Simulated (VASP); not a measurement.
Write the native input for VASP 6.6.1 that does the following.

```
Task                   : single point
Functional             : r2SCAN
Potentials or basis    : VASP PAW PBE potentials, release 64 (Ba_sv, Ti_sv, O)
Cutoff                 : 520 eV
k mesh                 : 8 × 8 × 8
Occupations            : gaussian, width 0.05 eV
Spin                   : no spin polarisation
Dipole correction      : no
Further INCAR settings : ALGO = Normal; EDIFF = 1e-07; NBANDS = 28
```

Crystal: BaTiO3.

```xyz
5
Lattice="3.9723 0.0000 0.0000 0.0000 3.9723 0.0000 0.0000 0.0000 4.1124" Properties=species:S:1:pos:R:3 pbc="T T T"
Ba    0.0000    0.0000    4.1820
Ti    1.9862    1.9862    1.9514
O     1.9862    1.9862    0.1298
O     1.9862    0.0000    2.1164
O     0.0000    1.9862    2.1164
```

This cell differs from its parent crystal: all Ba atoms moved +0.100 Å, as atom 1 along Cartesian [0 0 1].

These files were run (other wordings do the same):

POSCAR

```
BaTiO3
1.0
    3.9723167996      0.0000000000      0.0000000000
    0.0000000000      3.9723167996      0.0000000000
    0.0000000000      0.0000000000      4.1123825565
Ba Ti O
1 1 3
Direct
    0.0000000000      0.0000000000      1.0169277087
    0.5000000000      0.5000000000      0.4745255192
    0.5000000000      0.5000000000      0.0315737038
    0.5000000000      0.0000000000      0.5146449361
    0.0000000000      0.5000000000      0.5146449361
```

INCAR.step1

```
SYSTEM = BaTiO3
  ALGO = Normal
  EDIFF = 1E-4
  ENCUT = 520
  GGA = PE
  ISMEAR = 0
  LASPH = .TRUE.
  LCHARG = .FALSE.
  LREAL = .FALSE.
  LWAVE = .TRUE.
  NBANDS = 28
  NELM = 100
  PREC = Accurate
  SIGMA = 0.05
```

INCAR.step2

```
SYSTEM = BaTiO3
  ALGO = Normal
  EDIFF = 1E-7
  ENCUT = 520
  ISIF = 2
  ISMEAR = 0
  ISTART = 1
  LASPH = .TRUE.
  LCHARG = .FALSE.
  LMIXTAU = .TRUE.
  LREAL = .FALSE.
  LWAVE = .FALSE.
  METAGGA = R2SCAN
  NBANDS = 28
  NELM = 100
  PREC = Accurate
  SIGMA = 0.05
```

KPOINTS

```
k-points
0
G
  8 8 8
  0 0 0
```

Potentials or basis: VASP PAW PBE potentials, release 64 (Ba_sv, Ti_sv, O).

Run with:

```sh
$ cat potpaw_PBE.64/Ba_sv/POTCAR potpaw_PBE.64/Ti_sv/POTCAR potpaw_PBE.64/O/POTCAR > POTCAR
$ cp INCAR.step1 INCAR
$ mpirun -np 1 vasp_std > vasp.out
$ cp INCAR.step2 INCAR
$ mpirun -np 1 vasp_std > vasp.out
```

Results of the run:

* Pressure: 2.0 GPa
* Largest force: 0.614 eV/Å
* Band gap on the k mesh: 2.18 eV (least direct gap 2.68 eV)

Caveat: the cell differs from its parent crystal (all Ba atoms moved +0.100 Å, as atom 1 along Cartesian [0 0 1]); the PAW data sets were made with another functional, which shifts forces and pressure a little; spin-orbit coupling is left out, which moves the levels of the heavy elements.

It took 8.1 min on 1 thread of Intel(R) Xeon(R) Platinum 8488C (Sapphire Rapids), with other jobs on the host, peak memory 0.27 GiB.
